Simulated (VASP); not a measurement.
# Li (P6/mmm) in VASP: a series of runs

Runs on Li. Level: BLYP. Tasks: single point.

Everything below comes from runs of VASP 6.6.1. Logs are shortened: lines on timing, memory, paths and dates and some standing lists are left out, and cuts for length are marked.

### 1 The cell of the first run

It takes space group P6/mmm (No. 191, hexagonal). The conventional cell has a = 4.913 Å, b = 4.913 Å, c = 2.875 Å, α = 90.00°, β = 90.00°, γ = 120.00°. Within 3.8 Å of Li (site symmetry 6/mmm) lie 14 Li at 2.87 to 3.18 Å. Li (site symmetry -6m2) has 11 Li at 2.84 to 3.18 Å within 3.7 Å.

This isn't the form of Li at room conditions, which is bcc.

### 2 Single point, BLYP

INCAR

```
PREC     = Accurate       # precision mode
ENCUT    = 520            # plane-wave cutoff, eV
EDIFF    = 1E-6           # SCF threshold, eV
ISMEAR   = -1             # smearing method
SIGMA    = 0.1            # smearing width, eV
LREAL    = False          # projectors in reciprocal space
LASPH    = True           # aspherical terms in the spheres
NELM     = 100            # most SCF steps
ALGO     = Normal         # electronic algorithm
ISIF     = 2              # what is computed and relaxed
LWAVE    = False          # write WAVECAR
LCHARG   = False          # write CHGCAR
GGA      = B5             # functional
ALDAX    = 1.0          
AGGAX    = 1.0          
AGGAC    = 1.0          
ALDAC    = 0.0          
NBANDS   = 12             # bands
```

KPOINTS

```
regular mesh
0
Gamma
  7 7 10
```

POSCAR

```
Li
1.0
    4.9126593405      0.0000000000      0.0000000000
   -2.4563296702      4.2544877891      0.0000000000
    0.0000000000      0.0000000000      2.8745765889
Li
3
Direct
    0.0000000000      0.0000000000      0.0000000000
    0.3333333333      0.6666666667      0.5000000000
    0.6666666667      0.3333333333      0.5000000000
```

Potentials or basis: VASP PAW PBE potentials, release 64 (Li_sv).

Command:

```console
$ cat potpaw_PBE.64/Li_sv/POTCAR > POTCAR
$ mpirun -np 1 vasp_std > vasp.out
```

OUTCAR:

```text
PREC = Accurate
   ENCUT = 520
   EDIFF = 1E-6
   ISMEAR = -1
   LREAL = False
   LASPH = True
   NELM = 100
   ISIF = 2
   GGA = B5

 ion  position               nearest neighbor table
   1  0.000  0.000  0.000-
   2  0.333  0.667  0.500-
   3  0.667  0.333  0.500-

  LATTYP: Found a hexagonal cell.
 ALAT       =     4.9126593405
 C/A-ratio  =     0.5851365604

  Lattice vectors:

 A1 = (   4.9126593405,   0.0000000000,   0.0000000000)
 A2 = (  -2.4563296702,   4.2544877891,   0.0000000000)
 A3 = (   0.0000000000,   0.0000000000,   2.8745765889)

Analysis of symmetry for initial positions (statically):
=====================================================================
 Subroutine PRICEL returns:
 Original cell was already a primitive cell.

 Routine SETGRP: Setting up the symmetry group for a
 hexagonal supercell.

 Subroutine GETGRP returns: Found 24 space group operations
 (whereof 24 operations were pure point group operations)
 out of a pool of 24 trial point group operations.

The static configuration has the point symmetry D_6h.

Analysis of symmetry for dynamics (positions and initial velocities):
=====================================================================
 Subroutine PRICEL returns:
 Original cell was already a primitive cell.

 Routine SETGRP: Setting up the symmetry group for a
 hexagonal supercell.

 Subroutine GETGRP returns: Found 24 space group operations
 (whereof 24 operations were pure point group operations)
 out of a pool of 24 trial point group operations.

The dynamic configuration has the point symmetry D_6h.

 Subroutine INISYM returns: Found 24 space group operations
 (whereof 24 operations are pure point group operations),
 and found     1 'primitive' translations

----------------------------------------------------------------------------------------

                                     Primitive cell

  volume of cell :      60.0811

  direct lattice vectors                    reciprocal lattice vectors
     4.912659341  0.000000000  0.000000000     0.203555738  0.117522960  0.000000000
    -2.456329670  4.254487789  0.000000000     0.000000000  0.235045921  0.000000000
     0.000000000  0.000000000  2.874576589     0.000000000  0.000000000  0.347877320

  length of vectors
     4.912659341  4.912659341  2.874576589     0.235045921  0.235045921  0.347877320

  position of ions in fractional coordinates (direct lattice)
     0.000000000  0.000000000  0.000000000
     0.333333333  0.666666667  0.500000000
     0.666666667  0.333333333  0.500000000

  ion indices of the primitive-cell ions
   primitive index   ion index
                 1           1
                 2           2
                 3           3

----------------------------------------------------------------------------------------

 KPOINTS: regular mesh

Automatic generation of k-mesh.
 Grid dimensions read from file:
 generate k-points for:    7    7   10

 Generating k-lattice:

  Cartesian coordinates                     Fractional coordinates (reciprocal lattice)
     0.029079391  0.016788994  0.000000000     0.142857143 -0.000000000  0.000000000
     0.000000000  0.033577989  0.000000000     0.000000000  0.142857143  0.000000000
     0.000000000  0.000000000  0.034787732     0.000000000  0.000000000  0.100000000

  Length of vectors
     0.033577989  0.033577989  0.034787732

  Shift w.r.t. Gamma in fractional coordinates (k-lattice)
     0.000000000  0.000000000  0.000000000

 Subroutine IBZKPT returns following result:
 ===========================================

 Found     48 irreducible k-points:

 Following reciprocal coordinates:
            Coordinates               Weight
  0.000000  0.000000  0.000000      1.000000
  0.142857 -0.000000  0.000000      6.000000
  0.285714 -0.000000  0.000000      6.000000
  0.428571 -0.000000  0.000000      6.000000
  0.142857  0.142857  0.000000      6.000000
  0.285714  0.142857  0.000000     12.000000
[... 16 lines left out ...]
  0.428571  0.142857  0.200000     12.000000
  0.285714  0.285714  0.200000     12.000000
 [... further k-points ...]
   k-points           NKPTS =     48   k-points in BZ     NKDIM =     48   number of bands    NBANDS=     12
   number of dos      NEDOS =    301   number of ions     NIONS =      3
   total plane-waves  NPLWV =  38400
   dimension x,y,z NGX =    40 NGY =   40 NGZ =   24
   dimension x,y,z NGXF=    80 NGYF=   80 NGZF=   48
   ions per type =               3
   NGX,Y,Z   is equivalent  to a cutoff of  13.54, 13.54, 13.88 a.u.
   NGXF,Y,Z  is equivalent  to a cutoff of  27.07, 27.07, 27.76 a.u.
 SYSTEM =  unknown system
   PREC   = accura    normal or accurate (medium, high low for compatibility)
   ISTART =      0    job   : 0-new  1-cont  2-samecut
   ICHARG =      2    charge: 1-file 2-atom 10-const
   ISPIN  =      1    spin polarized calculation?
   LNONCOLLINEAR =      F non collinear calculations
   LSORBIT =      F    spin-orbit coupling
   LASPH  =      T    aspherical Exc in radial PAW
   ENCUT  =  520.0 eV  38.22 Ry    6.18 a.u.   9.13  9.13  5.34*2*pi/ulx,y,z
   NELM   =    100;   NELMIN=  2; NELMDL= -5     # of ELM steps
   EDIFF  = 0.1E-05   stopping-criterion for ELM
   LREAL  =      F    real-space projection
   EDIFFG = 0.1E-04   stopping-criterion for IOM
   NSW    =      0    number of steps for IOM
   IBRION =     -1    ionic relax: 0-MD 1-quasi-New 2-CG
   NFREE  =      0    steps in history (QN), initial steepest desc. (CG)
   ISIF   =      2    stress and relaxation
   ISYM   =      2    0-nonsym 1-usesym 2-fastsym
   POTIM  = 0.5000    time-step for ionic-motion
   TEBEG  =    0.0;   TEEND  =   0.0 temperature during run
   PSTRESS=    0.0 pullay stress
   NELECT =       9.0000    total number of electrons
   NUPDOWN=      -1.0000    fix difference up-down
   EMIN   =  10.00;   EMAX   =-10.00  energy-range for DOS
   EFERMI =   0.00;   METHOD = LEGACY
   ISMEAR =    -1;   SIGMA  =   0.10  broadening in eV -4-tet -1-fermi 0-gaus
   EFERMI_NEDOS =   21; number of points for ismear=-14 and -15
   IALGO  =     38    algorithm
   IMIX   =      4    mixing-type and parameters
     AMIX     =   0.40;   BMIX     =  1.00
     AMIX_MAG =   1.60;   BMIX_MAG =  1.00
  volume/ion in A,a.u.               =      20.03       135.15
  Fermi-wavevector in a.u.,A,eV,Ry     =   0.869447  1.643016 10.285160  0.755938
  Thomas-Fermi vector in A             =   1.988270
   LORBIT       =      0    0 simple, 1 ext, 2 COOP (PROOUT), +10 PAW based schemes
   GGA     = B5    functional components
   LHFCALC =     F    Hartree Fock is set to
   AEXX    =    0.0000 exact exchange contribution
   IVDW    =     0    specifies the selected vdW correction
   LEPSILON=     F    determine dielectric tensor
   LRPA    =     F    only Hartree local field effects (RPA)
 non-spin polarized calculation
  energy-cutoff  :      520.00
  volume of cell :       60.08
 maximum number of plane-waves:      1630
 NGX is ok and might be reduce to    40
   NGX = 19   NGY = 19   NGZ = 11

 number of electron       8.9999991 magnetization

 Free energy of the ion-electron system (eV)
  ---------------------------------------------------
  ext. energy  EPLUGINS =         0.00000000
  ---------------------------------------------------
  free energy    TOTEN  =        -4.69179065 eV

  energy without entropy =       -4.64478746  energy(sigma->0) =       -4.66828905

 E-fermi :   1.1052     XC(G=0):  -6.6771

 val. band max:        1.0724614845   @ k =   0.2857   0.2857   0.3000
 cond. band min:       1.1193769459   @ k =   0.2857   0.2857   0.4000
 fundamental gap:      0.0469154614
 Fermi energy:         1.1051645528

 k-point     1 :       0.0000    0.0000    0.0000
  band No.  band energies     occupation
      1     -46.1910      2.00000
      2     -46.1703      2.00000
      3     -46.0763      2.00000
      4      -2.4700      2.00000
      5       3.1706      0.00000
      6       3.1707      0.00000
      7       3.2289      0.00000
      8       3.2289      0.00000
      9       6.9840      0.00000
     10       7.1452      0.00000
     11      11.2142      0.00000
     12      15.2127      0.00000

 k-point     2 :       0.1429   -0.0000    0.0000
  band No.  band energies     occupation
      1     -46.1900      2.00000
      2     -46.1712      2.00000
      3     -46.0764      2.00000
      4      -2.3459      2.00000
      5       1.9074      0.00066
      6       2.2030      0.00003
      7       4.0301      0.00000
      8       4.5237      0.00000
      9       7.4358      0.00000
     10       7.6389      0.00000
     11      11.3675      0.00000
     12      14.3329      0.00000

 k-point     3 :       0.2857   -0.0000    0.0000
  band No.  band energies     occupation
      1     -46.1875      2.00000
      2     -46.1736      2.00000
      3     -46.0766      2.00000
      4      -1.9726      2.00000
      5       0.6219      1.98420
      6       1.5374      0.02620
      7       4.2258      0.00000
      8       6.1670      0.00000
      9       8.3379      0.00000
     10       9.2259      0.00000
     11      11.8229      0.00000
     12      12.6673      0.00000

 k-point     4 :       0.4286   -0.0000    0.0000
  band No.  band energies     occupation
      1     -46.1844      2.00000
      2     -46.1765      2.00000
      3     -46.0767      2.00000
      4      -1.3499      2.00000
      5      -0.4801      2.00000
      6       1.2042      0.54169
      7       4.2182      0.00000
      8       8.1142      0.00000
      9       9.5650      0.00000
     10      10.3259      0.00000
     11      11.0333      0.00000
     12      11.0880      0.00000

 k-point     5 :       0.1429    0.1429    0.0000
  band No.  band energies     occupation
      1     -46.1883      2.00000
      2     -46.1728      2.00000
      3     -46.0765      2.00000
      4      -2.0971      2.00000
      5       1.2543      0.36735
      6       1.2690      0.32541
      7       4.9215      0.00000
      8       4.9842      0.00000
      9       8.4464      0.00000
     10       8.4616      0.00000
     11      11.6718      0.00000
     12      12.6530      0.00000
[... 228 lines left out ...]
      1     -46.1841      2.00000
      2     -46.1690      2.00000
      3     -46.0727      2.00000
      4      -1.5568      2.00000
      5       1.8673      0.00098
      6       1.9219      0.00057
      7       5.1886      0.00000
      8       5.5075      0.00000
      9       7.3296      0.00000
     10       8.1983      0.00000
     11       9.7714      0.00000
     12      12.0721      0.00000

 k-point    22 :       0.2857    0.1429    0.2000
  band No.  band energies     occupation
      1     -46.1812      2.00000
      2     -46.1718      2.00000
      3     -46.0728      2.00000
      4      -1.0522      2.00000
      5       0.7010      1.96548
      6       1.4658      0.05284
      7       5.1824      0.00000
      8       6.8050      0.00000
      9       8.4847      0.00000
     10       9.2866      0.00000
     11       9.9460      0.00000
     12      11.1118      0.00000

 k-point    23 :       0.4286    0.1429    0.2000
  band No.  band energies     occupation
      1     -46.1791      2.00000
      2     -46.1738      2.00000
      3     -46.0728      2.00000
      4      -0.3138      2.00000
      5      -0.2789      2.00000
      6       1.3188      0.21121
      7       5.1306      0.00000
      8       8.0764      0.00000
      9       8.6910      0.00000
     10       9.4968      0.00000
     11       9.8977      0.00000
     12      10.2615      0.00000

 k-point    24 :       0.2857    0.2857    0.2000
  band No.  band energies     occupation
      1     -46.1783      2.00000
      2     -46.1746      2.00000
      3     -46.0728      2.00000
      4      -0.4260      2.00000
      5       0.4097      1.99809
      6       0.4638      1.99673
      7       6.6072      0.00000
      8       6.7168      0.00000
      9       8.3208      0.00000
     10       9.6446      0.00000
     11       9.8564      0.00000
     12      10.2956      0.00000

 [... further k-points ...]
[... 5 lines left out ...]
  --------------------------------------------------------------------------------------
  -------------------------------------------------------------------------------------
  Total       -0.0339546     -0.0339546     -0.0295160     -0.0000000      0.0000000     -0.0000000
  in kB       -0.9054639     -0.9054639     -0.7871020     -0.0000000      0.0000000     -0.0000000
  external PRESSURE =      -0.8660099 kB  Pullay stress =       0.0000000 kB

 VOLUME and BASIS-vectors are now :
 -----------------------------------------------------------------------------
  energy-cutoff  :      520.00
  volume of cell :       60.08
      direct lattice vectors                 reciprocal lattice vectors
     4.912659341  0.000000000  0.000000000     0.203555738  0.117522960  0.000000000
    -2.456329670  4.254487789  0.000000000     0.000000000  0.235045921  0.000000000
     0.000000000  0.000000000  2.874576589     0.000000000  0.000000000  0.347877320

 POSITION                                       TOTAL-FORCE (eV/Angst)
 -----------------------------------------------------------------------------------
      0.00000      0.00000      0.00000        -0.000000      0.000000     -0.000000
     -0.00000      2.83633      1.43729         0.000000      0.000000      0.000000
      2.45633      1.41816      1.43729        -0.000000     -0.000000     -0.000000
 -----------------------------------------------------------------------------------
    total drift:                               -0.000000      0.000000      0.000000

  FREE ENERGIE OF THE ION-ELECTRON SYSTEM (eV)
  ---------------------------------------------------
  free  energy   TOTEN  =        -4.6917906498 eV

  energy  without entropy=       -4.6447874553  energy(sigma->0) =       -4.66828905
```

Run time: 56 s. Hardware: 1 thread of Intel Xeon 8259CL, shared host; peak memory 0.18 GiB.

What came out:

```yaml
Free_energy: -4.6918 eV
Band_gap_on_the_k_mesh: zero (an odd number of electrons rules out a gap without spin polarisation)
```

Caveat: the cutoff is under 1.25 times the usual one of these potentials, so pressure, stress and relaxed cells hold a basis-set (Pulay) error; the PAW data sets were made with another functional, which shifts forces and pressure a little.

[end of part 1 of 2]
